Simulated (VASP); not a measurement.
Here is a VASP 6.6.1 calculation.

Contents of INCAR:

```
SYSTEM = Zn12C
PREC = Accurate ; ENCUT = 520
EDIFF = 1E-7 ; ISMEAR = -1
SIGMA = 0.1 ; LREAL = .False.
LASPH = .True. ; NELM = 100
ALGO = Normal ; ISIF = 2
LWAVE = .False. ; LCHARG = .False.
GGA = PE ; IBRION = 2
NSW = 45 ; EDIFFG = -0.08
LUSENCCL = .False.
```

Contents of KPOINTS:

```
Automatic mesh
0
Gamma
  2 2 2
  0 0 0
```

POSCAR

```
Zn12C
1.0
    5.3200000000      0.0000000000      0.0000000000
   -3.9900000000      6.9108830000      0.0000000000
    0.0000000000      0.0000000000      4.9369600000
Zn C
12 1
Direct
    0.0000000000      0.0000000000      0.0000000000
    0.1666667000      0.2222222000      0.5000000000
    0.0000000000      0.3333333000      0.0000000000
    0.1666667000      0.5555556000      0.5000000000
    0.0000000000      0.6666667000      0.0000000000
    0.1666667000      0.8888889000      0.5000000000
    0.5000000000      0.0000000000      0.0000000000
    0.6666667000      0.2222222000      0.5000000000
    0.5000000000      0.3333333000      0.0000000000
    0.6666667000      0.5555556000      0.5000000000
    0.5000000000      0.6666667000      0.0000000000
    0.6666667000      0.8888889000      0.5000000000
    0.8279280000      0.7841120000      0.2497191000
```

Potentials or basis: VASP PAW PBE potentials, release 64 (Zn, C).

Run with:

```sh
$ cat potpaw_PBE.64/Zn/POTCAR potpaw_PBE.64/C/POTCAR > POTCAR
$ mpirun -np 1 vasp_std > vasp.out
```

Predict the energy gained by relaxing.

72.9 meV/atom.

Predict the band gap on the k mesh.

zero (bands 74 and 75 overlap by 1.47 eV).

Stress tensor (GPa, compression positive):
```
5.69 1.00 0.22
1.00 6.47 1.48
0.22 1.48 8.91
```

Caveat: the k points lie up to 0.64 Å⁻¹ apart, too coarse for converged energies and pressures of a metal.
